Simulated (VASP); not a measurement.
The system is KYSe2.

```
K Se Y
1.0
     4.31975    0.00000    0.00000
     0.00000    4.31975    0.00000
     0.00000    0.00000    5.86828
K Se Y
1 2 1
Direct
  0.00000 0.00000 0.00000
  0.00000 0.00000 0.50000
  0.50000 0.50000 0.00000
  0.50000 0.50000 0.50000
```

Base run:

| Property | Result |
| --- | --- |
| Program | VASP 6.6.1 |
| Functional | r2SCAN |
| Potentials or basis | VASP PAW PBE potentials, release 64 (K_sv, Se, Y_sv) |
| Cutoff | 520 eV |
| k mesh | 4 × 4 × 4 |
| Occupations | gaussian, width 0.01 eV |
| Spin | no spin polarisation |

Its results: band gap on the k mesh 0.50 eV; pressure 0.1 GPa.

Task: The run is repeated on the same cell with these changes: functional from r2SCAN to PBE. What comes out?

Result: Band gap on the k mesh 0.19 eV; pressure 0.7 GPa.

Caveats: the PAW data sets were made with another functional, which shifts forces and pressure a little (at least some runs).

A k mesh can miss the band edges.
